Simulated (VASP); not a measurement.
Crystal: C.

```xyz
2
Lattice="1.6128 0.0000 0.0000 0.0000 2.7299 0.0000 0.0000 0.0000 4.3692" Properties=species:S:1:pos:R:3 pbc="T T T"
C     0.0000    1.3649    2.7161
C     0.8064    0.0000    1.6532
```

The cell was built from a structure type or drawn by symmetry, and may not be a known phase.

| Property | Result |
| --- | --- |
| Program | VASP 6.6.1 |
| Task | relaxation of cell and atoms |
| Functional | PBE |
| Potentials or basis | VASP PAW PBE potentials, release 64 (C) |
| Cutoff | 600 eV |
| k mesh | 34 × 20 × 12 |
| Occupations | gaussian, width 0.1 eV |
| Spin | no spin polarisation |

At the start: pressure -0.3 GPa; volume 9.62 Å³/atom.

**Question.** Where does the relaxation end?

**Answer.** Over 79 steps the energy falls by 2554.7 meV/atom and the volume is 12.66 Å³/atom (+31.6 %); space group Pmmn (No. 59, to 0.1 Å) before, Immm (No. 71, to 0.1 Å).

Step by step:
```csv
step,energy change (eV),largest force (eV/Å),pressure (GPa),volume (Å³)
1,0.0000,0.1780,-0.27,19.24
3,-0.1243,0.1435,2.79,19.05
5,-1.6660,2.0031,66.55,17.56
7,-1.6289,2.2092,77.62,17.43
9,-1.6042,2.3626,82.48,17.37
11,-1.6057,2.3748,83.17,17.37
13,-1.6093,2.3838,86.02,17.36
15,-1.6095,2.3812,87.47,17.36
17,-1.6203,2.3738,87.23,17.37
19,-1.6683,2.3397,86.16,17.43
21,-1.8526,2.2100,82.15,17.67
23,-2.4988,1.7655,68.47,18.61
25,-3.7659,0.6165,32.15,22.22
27,-3.9936,0.4968,10.44,23.33
29,-4.0217,0.4987,1.95,23.64
31,-4.0366,0.4795,0.47,23.87
33,-4.0426,0.3784,-5.36,24.92
35,-4.0579,0.4112,-2.59,24.44
37,-4.1164,0.4849,0.95,24.30
39,-4.2626,0.4336,16.21,23.72
41,-4.2691,0.4262,16.22,23.72
43,-4.2977,0.3905,16.25,23.71
45,-4.3937,0.2558,16.64,23.68
47,-4.4283,0.3921,23.89,23.48
49,-4.5929,0.1185,13.66,23.75
51,-4.7289,0.2229,-3.25,24.32
53,-4.7544,0.2344,-2.21,24.11
55,-4.8355,0.2864,2.60,23.14
57,-4.8905,0.3328,4.54,22.00
59,-4.9114,0.2963,-1.84,22.38
61,-4.9998,0.1598,-4.48,23.14
63,-5.0906,0.0042,6.25,23.70
65,-5.0993,0.0073,2.10,23.90
67,-5.1089,0.0025,0.41,25.07
69,-5.1090,0.0037,0.14,25.26
71,-5.1091,0.0034,-0.18,25.28
73,-5.1092,0.0031,-0.17,25.28
75,-5.1094,0.0021,-0.13,25.31
77,-5.1095,0.0010,-0.13,25.32
79,-5.1095,0.0012,0.07,25.31
```

Final structure:
```
CELL_PARAMETERS angstrom
1.28209 0.00000 0.00000
0.00000 3.48366 0.00000
0.00000 0.00000 5.66783
ATOMIC_POSITIONS crystal
C 0.00000 0.50000 0.74983
C 0.50000 0.00000 0.25017
```

Caveat: the volume moved by over 15 % at a fixed basis, so the end points are rough.
